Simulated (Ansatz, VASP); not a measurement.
Two plane-wave programs on MgO

```
CELL_PARAMETERS angstrom
2.93802 0.00000 0.00000
-1.46901 2.54440 0.00000
0.00000 0.00000 2.67968
ATOMIC_POSITIONS crystal
Mg 0.00000 0.00000 0.00000
O 0.33333 0.66667 0.47201
```

Change from the starting cell: all O atoms moved +0.075 Å, as atom 2 towards its neighbour atom 2 (O) at 2.680 Å.

Alike in both runs: task single point; functional LDA; k mesh 9 × 9 × 8; occupations gaussian, width 0.05 eV; no spin polarisation.

|  | VASP | Ansatz |
| --- | --- | --- |
| version | VASP 6.6.1 | Ansatz 0.2.0 |
| potentials or method | VASP PAW LDA potentials, release 64 (Mg_sv, O), cutoff 840 eV | scalar-relativistic, plane waves, PAW |
| valence electrons in the cell | 16 | 16 |

Ansatz gave:

```
gap on the k mesh at the Fermi level (eV)                     : 2.94
least direct gap on the mesh (eV)                             : 3.35
pressure (GPa)                                                : -8.9
traceless stress, the component that is largest in VASP (GPa) : -0.72
rms of the force components (eV/Å)                            : 0.123
```

Question: What did VASP give for the same quantities?

Answer: gap on the k mesh at the Fermi level (eV): 2.95; least direct gap on the mesh (eV): 3.36; pressure (GPa): -8.6; traceless stress, the component that is largest in VASP (GPa): -0.62; rms of the force components (eV/Å): 0.130.

LDA's correlation is that of Perdew and Zunger in VASP and of Perdew and Wang (1992) in Ansatz. Atom by atom the forces differ by 0.007 eV/Å (rms over components).
